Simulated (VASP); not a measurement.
Write the native input for VASP 6.6.1 that does the following.

| Property | Result |
| --- | --- |
| Task | single point |
| Functional | LDA |
| Potentials or basis | VASP PAW LDA potentials, release 64 (Mg, Zn) |
| Cutoff | 520 eV |
| k mesh | 7 × 7 × 2 |
| Occupations | methfessel-paxton, width 0.1 eV |
| Spin | no spin polarisation |
| Dipole correction | no |
| Further INCAR settings | ALGO = Normal; EDIFF = 1e-07; NBANDS = 25 |

The structure of Mg2Zn lies in POSCAR:

```
Mg2Zn
1.0
    3.0334601009      0.0000000000      0.0000000000
   -1.5167300505      2.6270535088      0.0000000000
    0.0000000000      0.0000000000     14.0277464157
Mg Zn
4 2
Direct
    0.3333333333      0.6666666667      0.4070732020
    0.3333333333      0.6666666667      0.0929267980
    0.6666666667      0.3333333333      0.9070732020
    0.6666666667      0.3333333333      0.5929267980
    0.6666666667      0.3333333333      0.2500000000
    0.3333333333      0.6666666667      0.7500000000
```

One way to write it, as run:

INCAR

```
SYSTEM = Mg2Zn
PREC = Accurate
ENCUT = 520
EDIFF = 1E-7
ISMEAR = 1
SIGMA = 0.1
LREAL = .False.
LASPH = .True.
NELM = 80
ALGO = Normal
ISIF = 2
LWAVE = .False.
LCHARG = .False.
GGA = CA
NBANDS = 25
```

KPOINTS

```
regular mesh
0
Gamma
  7 7 2
  0 0 0
```

Potentials or basis: VASP PAW LDA potentials, release 64 (Mg, Zn).

Run with:

```bash
$ cat potpaw_LDA.64/Mg/POTCAR potpaw_LDA.64/Zn/POTCAR > POTCAR
$ mpirun -np 1 vasp_std > vasp.out
```

Results of the run:

- Pressure: -0.6 GPa
- Largest force: 0.020 eV/Å
- Band gap on the k mesh: zero (band 16 reaches 3.81 eV, above the bottom of band 17 at 2.21 eV)

Wall time 17 s on 1 thread of Intel(R) Xeon(R) 6975P-C (Granite Rapids) (shared host), peak memory 0.21 GiB.
